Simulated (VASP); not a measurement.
# Ge (Fd-3m) in VASP: a series of runs

Ge is run at these levels: RPBE; tasks: single point.

Everything below comes from runs of VASP 6.6.1. Logs are shortened: lines on timing, memory, paths and dates and some standing lists are left out, and cuts for length are marked.

## Step 1: The cell of the first run

It takes space group Fd-3m (No. 227, cubic). The conventional cell has a = 5.658 Å, b = 5.658 Å, c = 5.658 Å, α = 90.00°, β = 90.00°, γ = 90.00°. Ge (site symmetry -43m) has 4 Ge at 2.45 Å within 3.2 Å.

## Step 2: Single point, RPBE

Input file INCAR:

```
PREC = Accurate
ENCUT = 500
EDIFF = 1E-6
ISMEAR = 0
SIGMA = 0.01
LREAL = F
LASPH = T
NELM = 120
ALGO = Normal
ISIF = 2
LWAVE = F
LCHARG = T
GGA = RP
LELF = T
LVHAR = T
NBANDS = 21
GGA_COMPAT = F
```

Input file KPOINTS:

```
Automatic mesh
0
Gamma
  3 3 3
```

Input file POSCAR:

```
Ge
1.0
    0.0000000000      2.8289100000      2.8289100000
    2.8289100000      0.0000000000      2.8289100000
    2.8289100000      2.8289100000      0.0000000000
Ge
2
Direct
    0.0000000000      0.0000000000      0.0000000000
    0.2500000000      0.2500000000      0.2500000000
```

Potentials or basis: VASP PAW PBE potentials, release 64 (Ge_d).

Run with:

```console
$ cat potpaw_PBE.64/Ge_d/POTCAR > POTCAR
$ mpirun -np 1 vasp_std > vasp.out
```

OUTCAR:

```text
PREC = Accurate
   ENCUT = 500
   EDIFF = 1E-6
   ISMEAR = 0
   LREAL = F
   LASPH = T
   NELM = 120
   ISIF = 2
   GGA = RP

 ion  position               nearest neighbor table
   1  0.000  0.000  0.000-   2 2.45   2 2.45   2 2.45   2 2.45
   2  0.250  0.250  0.250-   1 2.45   1 2.45   1 2.45   1 2.45

  LATTYP: Found a face centered cubic cell.
 ALAT       =     5.6578200000

  Lattice vectors:

 A1 = (   0.0000000000,   2.8289100000,   2.8289100000)
 A2 = (   2.8289100000,   0.0000000000,   2.8289100000)
 A3 = (   2.8289100000,   2.8289100000,   0.0000000000)

Analysis of symmetry for initial positions (statically):
=====================================================================
 Subroutine PRICEL returns:
 Original cell was already a primitive cell.

 Routine SETGRP: Setting up the symmetry group for a
 face centered cubic supercell.

 Subroutine GETGRP returns: Found 48 space group operations
 (whereof 24 operations were pure point group operations)
 out of a pool of 48 trial point group operations.

The static configuration has the point symmetry T_d .
 The point group associated with its full space group is O_h .

Analysis of symmetry for dynamics (positions and initial velocities):
=====================================================================
 Subroutine PRICEL returns:
 Original cell was already a primitive cell.

 Routine SETGRP: Setting up the symmetry group for a
 face centered cubic supercell.

 Subroutine GETGRP returns: Found 48 space group operations
 (whereof 24 operations were pure point group operations)
 out of a pool of 48 trial point group operations.

The dynamic configuration has the point symmetry T_d .
 The point group associated with its full space group is O_h .

 Subroutine INISYM returns: Found 48 space group operations
 (whereof 24 operations are pure point group operations),
 and found     1 'primitive' translations

----------------------------------------------------------------------------------------

                                     Primitive cell

  volume of cell :      45.2780

  direct lattice vectors                    reciprocal lattice vectors
     0.000000000  2.828910000  2.828910000    -0.176746521  0.176746521  0.176746521
     2.828910000  0.000000000  2.828910000     0.176746521 -0.176746521  0.176746521
     2.828910000  2.828910000  0.000000000     0.176746521  0.176746521 -0.176746521

  length of vectors
     4.000682889  4.000682889  4.000682889     0.306133954  0.306133954  0.306133954

  position of ions in fractional coordinates (direct lattice)
     0.000000000  0.000000000  0.000000000
     0.250000000  0.250000000  0.250000000

  ion indices of the primitive-cell ions
   primitive index   ion index
                 1           1
                 2           2

----------------------------------------------------------------------------------------

 KPOINTS: Automatic mesh

Automatic generation of k-mesh.
 Grid dimensions read from file:
 generate k-points for:    3    3    3

 Generating k-lattice:

  Cartesian coordinates                     Fractional coordinates (reciprocal lattice)
    -0.058915507  0.058915507  0.058915507     0.333333333  0.000000000  0.000000000
     0.058915507 -0.058915507  0.058915507     0.000000000  0.333333333  0.000000000
     0.058915507  0.058915507 -0.058915507     0.000000000  0.000000000  0.333333333

  Length of vectors
     0.102044651  0.102044651  0.102044651

  Shift w.r.t. Gamma in fractional coordinates (k-lattice)
     0.000000000  0.000000000  0.000000000

 Subroutine IBZKPT returns following result:
 ===========================================

 Found      4 irreducible k-points:

 Following reciprocal coordinates:
            Coordinates               Weight
  0.000000  0.000000  0.000000      1.000000
  0.333333  0.000000  0.000000      8.000000
  0.333333  0.333333  0.000000      6.000000
 -0.333333  0.333333  0.000000     12.000000
   k-points           NKPTS =      4   k-points in BZ     NKDIM =      4   number of bands    NBANDS=     21
   number of dos      NEDOS =    301   number of ions     NIONS =      2
   total plane-waves  NPLWV =  27000
   dimension x,y,z NGX =    30 NGY =   30 NGZ =   30
   dimension x,y,z NGXF=    60 NGYF=   60 NGZF=   60
   ions per type =               2
   NGX,Y,Z   is equivalent  to a cutoff of  12.47, 12.47, 12.47 a.u.
   NGXF,Y,Z  is equivalent  to a cutoff of  24.93, 24.93, 24.93 a.u.
 SYSTEM =  unknown system
   PREC   = accura    normal or accurate (medium, high low for compatibility)
   ISTART =      0    job   : 0-new  1-cont  2-samecut
   ICHARG =      2    charge: 1-file 2-atom 10-const
   ISPIN  =      1    spin polarized calculation?
   LNONCOLLINEAR =      F non collinear calculations
   LSORBIT =      F    spin-orbit coupling
   LASPH  =      T    aspherical Exc in radial PAW
   ENCUT  =  500.0 eV  36.75 Ry    6.06 a.u.   7.29  7.29  7.29*2*pi/ulx,y,z
   NELM   =    120;   NELMIN=  2; NELMDL= -5     # of ELM steps
   EDIFF  = 0.1E-05   stopping-criterion for ELM
   LREAL  =      F    real-space projection
   EDIFFG = 0.1E-04   stopping-criterion for IOM
   NSW    =      0    number of steps for IOM
   IBRION =     -1    ionic relax: 0-MD 1-quasi-New 2-CG
   NFREE  =      0    steps in history (QN), initial steepest desc. (CG)
   ISIF   =      2    stress and relaxation
   ISYM   =      2    0-nonsym 1-usesym 2-fastsym
   POTIM  = 0.5000    time-step for ionic-motion
   TEBEG  =    0.0;   TEEND  =   0.0 temperature during run
   PSTRESS=    0.0 pullay stress
   NELECT =      28.0000    total number of electrons
   NUPDOWN=      -1.0000    fix difference up-down
   EMIN   =  10.00;   EMAX   =-10.00  energy-range for DOS
   EFERMI =   0.00;   METHOD = LEGACY
   ISMEAR =     0;   SIGMA  =   0.01  broadening in eV -4-tet -1-fermi 0-gaus
   EFERMI_NEDOS =   21; number of points for ismear=-14 and -15
   IALGO  =     38    algorithm
   IMIX   =      4    mixing-type and parameters
     AMIX     =   0.40;   BMIX     =  1.00
     AMIX_MAG =   1.60;   BMIX_MAG =  1.00
  volume/ion in A,a.u.               =      22.64       152.78
  Fermi-wavevector in a.u.,A,eV,Ry     =   1.394756  2.635708 26.468033  1.945346
  Thomas-Fermi vector in A             =   2.518275
   LORBIT       =      0    0 simple, 1 ext, 2 COOP (PROOUT), +10 PAW based schemes
   GGA     = RP    functional components
   LHFCALC =     F    Hartree Fock is set to
   AEXX    =    0.0000 exact exchange contribution
   IVDW    =     0    specifies the selected vdW correction
   LEPSILON=     F    determine dielectric tensor
   LRPA    =     F    only Hartree local field effects (RPA)
 non-spin polarized calculation
 Gauss-broadening in eV      SIGMA  =   0.01
  energy-cutoff  :      500.00
  volume of cell :       45.28
 maximum number of plane-waves:      1150
 NGX is ok and might be reduce to    30
   NGX = 15   NGY = 15   NGZ = 15

 number of electron      28.0000022 magnetization

 Free energy of the ion-electron system (eV)
  ---------------------------------------------------
  ext. energy  EPLUGINS =         0.00000000
  ---------------------------------------------------
  free energy    TOTEN  =        -7.55952512 eV

  energy without entropy =       -7.55952512  energy(sigma->0) =       -7.55952512

 E-fermi :   5.2509     XC(G=0):  -9.6308

 val. band max:        5.2032904825   @ k =   0.0000   0.0000   0.0000
 cond. band min:       5.3710932857   @ k =   0.0000   0.0000   0.0000
 fundamental gap:      0.1678028032
 Fermi energy:         5.2508706181

 k-point     1 :       0.0000    0.0000    0.0000
  band No.  band energies     occupation
      1     -19.6038      2.00000
      2     -19.6038      2.00000
      3     -19.6038      2.00000
      4     -19.5701      2.00000
      5     -19.5701      2.00000
      6     -19.3592      2.00000
[... 13 lines left out ...]
     20      14.5871      0.00000
     21      14.5871      0.00000

 k-point     2 :       0.3333    0.0000    0.0000
  band No.  band energies     occupation
      1     -19.6260      2.00000
      2     -19.6260      2.00000
      3     -19.5910      2.00000
      4     -19.5336      2.00000
      5     -19.5336      2.00000
      6     -19.3910      2.00000
[... 13 lines left out ...]
     20      14.1695      0.00000
     21      14.1695      0.00000

 k-point     3 :       0.3333    0.3333    0.0000
  band No.  band energies     occupation
      1     -19.6301      2.00000
      2     -19.6301      2.00000
      3     -19.6002      2.00000
      4     -19.5122      2.00000
      5     -19.4840      2.00000
      6     -19.4658      2.00000
[... 13 lines left out ...]
     20      16.4839      0.00000
     21      17.3299      0.00000

 k-point     4 :      -0.3333    0.3333    0.0000
  band No.  band energies     occupation
      1     -19.6557      2.00000
      2     -19.6391      2.00000
      3     -19.5509      2.00000
      4     -19.4814      2.00000
      5     -19.4759      2.00000
      6     -19.4616      2.00000
[... 13 lines left out ...]
     20      14.1398      0.00000
     21      18.9691      0.00000

------------------------ aborting loop because EDIFF is reached ----------------------------------------

  FORCE on cell =-STRESS in cart. coord.  units (eV):
  Direction    XX          YY          ZZ          XY          YZ          ZX
  --------------------------------------------------------------------------------------
  -------------------------------------------------------------------------------------
  Total        1.7379009      1.7379009      1.7379009      0.0000000     -0.0000000      0.0000000
  in kB       61.4961892     61.4961892     61.4961892      0.0000000     -0.0000000      0.0000000
  external PRESSURE =      61.4961892 kB  Pullay stress =       0.0000000 kB

 VOLUME and BASIS-vectors are now :
 -----------------------------------------------------------------------------
  energy-cutoff  :      500.00
  volume of cell :       45.28
      direct lattice vectors                 reciprocal lattice vectors
     0.000000000  2.828910000  2.828910000    -0.176746521  0.176746521  0.176746521
     2.828910000  0.000000000  2.828910000     0.176746521 -0.176746521  0.176746521
     2.828910000  2.828910000  0.000000000     0.176746521  0.176746521 -0.176746521

 POSITION                                       TOTAL-FORCE (eV/Angst)
 -----------------------------------------------------------------------------------
      0.00000      0.00000      0.00000        -0.000000     -0.000000     -0.000000
      1.41446      1.41446      1.41446         0.000000      0.000000      0.000000
 -----------------------------------------------------------------------------------
    total drift:                                0.000000      0.000000      0.000000

  FREE ENERGIE OF THE ION-ELECTRON SYSTEM (eV)
  ---------------------------------------------------
  free  energy   TOTEN  =        -7.5595251169 eV

  energy  without entropy=       -7.5595251169  energy(sigma->0) =       -7.55952512
```

It took 5.3 s on 1 thread of Intel Xeon 6975P-C (Granite Rapids), shared host; peak memory 0.15 GiB.

Results:

| Item | Value |
| --- | --- |
| Free energy | -7.5595 eV |
| Pressure | 6.1 GPa |
| Band gap on the k mesh | 0.17 eV, direct |

Levels at points of the mesh, in eV from the valence-band top:
| k point | band 10 | band 11 | band 12 | band 13 | band 14 | band 15 | band 16 | band 17 | band 18 | band 19 |
| --- | --- | --- | --- | --- | --- | --- | --- | --- | --- | --- |
| (0.00, 0.00, 0.00) | -24.55 | -12.74 | 0.00 | 0.00 | 0.00 | 0.17 | 2.53 | 2.53 | 2.53 | 6.78 |

Caveat: the k points lie up to 0.64 Å⁻¹ apart; the PAW data sets were made with another functional, which shifts forces and pressure a little.

## Step 3: Single point, RPBE

Input file INCAR:

```
SYSTEM = Ge
PREC     = Accurate       ! precision mode
ENCUT    = 500            ! plane-wave cutoff, eV
EDIFF    = 1E-6           ! SCF threshold, eV
ISMEAR   = 0              ! smearing method
SIGMA    = 0.01           ! smearing width, eV
LREAL    = .FALSE.        ! projectors in reciprocal space
LASPH    = .TRUE.         ! aspherical terms in the spheres
NELM     = 120            ! most SCF steps
ALGO     = Normal         ! electronic algorithm
ISIF     = 2              ! what is computed and relaxed
LWAVE    = .FALSE.        ! write WAVECAR
LCHARG   = .TRUE.         ! write CHGCAR
GGA      = RP             ! functional
LELF     = .TRUE.         ! ELF
LVHAR    = .TRUE.       
NBANDS   = 21             ! bands
GGA_COMPAT= .FALSE.
```

Input file KPOINTS:

```
regular mesh
0
G
  4 4 4
  0 0 0
```

POSCAR is that of step 2.

Potentials or basis: VASP PAW PBE potentials, release 64 (Ge_d).

Run with:

```console
$ cat potpaw_PBE.64/Ge_d/POTCAR > POTCAR
$ mpirun -np 1 vasp_std > vasp.out
```

Run time: 7.1 s. Hardware: 1 thread of Intel Xeon 6975P-C (Granite Rapids), shared host; peak memory 0.15 GiB.

The run converged. Its results:

```
Free energy            : -8.0566 eV
Pressure               : 5.3 GPa
Band gap on the k mesh : 0.16 eV, direct
```

Levels at points of the mesh, in eV from the valence-band top:
| k point | band 11 | band 12 | band 13 | band 14 | band 15 | band 16 | band 17 | band 18 |
| --- | --- | --- | --- | --- | --- | --- | --- | --- |
| (0.00, 0.00, 0.00) | -12.74 | 0.00 | 0.00 | 0.00 | 0.16 | 2.55 | 2.55 | 2.55 |
| (0.50, 0.00, 0.00) | -10.65 | -7.56 | -1.41 | -1.41 | 0.27 | 3.75 | 3.75 | 7.32 |
| (0.50, 0.50, 0.00) | -8.85 | -8.85 | -3.08 | -3.08 | 0.84 | 0.84 | 9.56 | 9.56 |

Caveat: the k points lie up to 0.48 Å⁻¹ apart; the PAW data sets were made with another functional, which shifts forces and pressure a little. A k mesh can miss the band edges.

[end of part 1 of 3]
